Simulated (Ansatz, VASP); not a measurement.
**Two plane-wave programs on Hf4Te**

```xyz
5
Lattice="-3.2264 3.2264 3.2264 3.2264 -3.2264 3.2264 3.2264 3.2264 -3.2264" Properties=species:S:1:pos:R:3 pbc="T T T"
Hf    1.6132    1.6132   -1.6132
Hf    1.6132   -1.6132    1.6132
Hf   -1.6132    1.6132    1.6132
Hf    1.6132    1.6132    1.6132
Te    0.0000    0.0000    0.0000
```

Change from the starting cell: species swapped into the CrGa4 type (Im-3m, No. 229).

Alike in both runs: functional PBE; k mesh 4 × 4 × 4; occupations gaussian, width 0.1 eV; no spin polarisation.

Ansatz relaxed the structure, and its values are those at the end. VASP's run is a single point on that final structure, the one shown.

|  | VASP | Ansatz |
| --- | --- | --- |
| version | VASP 6.6.1 | Ansatz 0.2.0 |
| potentials or method | VASP PAW PBE potentials, release 64 (Hf_pv, Te), cutoff 520 eV | scalar-relativistic, plane waves, PAW |
| valence electrons in the cell | 46 | 120 |

```csv
,VASP,Ansatz,Ansatz less VASP
gap on the k mesh at the Fermi level (eV),none,none,-
pressure (GPa),0.0,0.2,+0.22
```

A gap of «none» marks a metal or a gap that the smearing closes. With one functional, cell and mesh, what is left measures potentials, basis and numerics. VASP's potentials hold 46 valence electrons a cell and Ansatz's 120, so a difference there can come from the potentials and not from the codes.

Spin-orbit coupling is off throughout.
